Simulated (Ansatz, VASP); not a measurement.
## HgPd2 in VASP and in Ansatz

The input INCAR:

```
  PREC = Accurate
  ENCUT = 600
  EDIFF = 1E-7
  ISMEAR = 0
  SIGMA = 0.1
  LREAL = False
  LASPH = True
  NELM = 80
  ALGO = Fast
  ISIF = 3
  LWAVE = False
  LCHARG = False
  GGA = PE
  IBRION = 2
  NSW = 100
  EDIFFG = -0.01
```

Contents of KPOINTS:

```
Automatic mesh
0
Gamma
  12 12 16
```

POSCAR

```
HgPd2
1.0
    4.5881092137      0.0000000000      0.0000000000
   -2.2940546068      3.9734191344      0.0000000000
    0.0000000000      0.0000000000      2.8545555291
Hg Pd
1 2
Direct
    0.0000000000      0.0000000000      0.0000000000
    0.3333333333      0.6666666667      0.5000000000
    0.6666666667      0.3333333333      0.5000000000
```

Input for Ansatz:

```yaml
crystal:
  lattice:
    - [4.5881092137, 0.0, 0.0]
    - [-2.2940546068, 3.9734191344, 0.0]
    - [0.0, 0.0, 2.8545555291]
  atoms:
    - { symbol: Hg, position: [0.0, 0.0, 0.0] }
    - { symbol: Pd, position: [0.3333333333, 0.6666666667, 0.5] }
    - { symbol: Pd, position: [0.6666666667, 0.3333333333, 0.5] }
basis:
  ecutwfc: 420
kpoints:
  mp_grid: { grid: [12, 12, 16] }
hamiltonian:
  xc: pbe
scf:
  occupations: { method: gaussian, width: 0.1 }
output:
  forces: true
  stress: true
  eigenvalues: true
  write_density: true
  write_potential: true
  elf: true
  volumetric_format: npy
relax:
  adjacent_minimum: "off"
  f_tol: 0.01
  max_steps: 80
  cell: { stress_tol: 0.05 }
```

Alike in both runs: task relaxation of cell and atoms; functional PBE; k mesh 12 × 12 × 16; occupations gaussian, width 0.1 eV; no spin polarisation.

|  | VASP | Ansatz |
| --- | --- | --- |
| version | VASP 6.6.1 | Ansatz 0.2.0 |
| potentials or method | VASP PAW PBE potentials, release 64 (Hg, Pd), cutoff 600 eV | scalar-relativistic, plane waves, PAW |
| valence electrons in the cell | 32 | 56 |

|  | VASP | Ansatz | Ansatz less VASP |
| --- | --- | --- | --- |
| gap on the k mesh at the Fermi level, each at its own relaxed structure (eV) | none | none | - |
| relaxed volume (Å³/atom) | 17.46 | 17.41 | -0.052 |
| relaxed length of the cell vector where the two differ most in proportion (Å) | 2.874 | 2.870 | -0.0049 |

A gap of «none» marks a metal or a gap that the smearing closes. VASP's potentials hold 32 valence electrons a cell and Ansatz's 56, so a difference there can come from the potentials and not from the codes.

Neither program's run includes spin-orbit coupling.
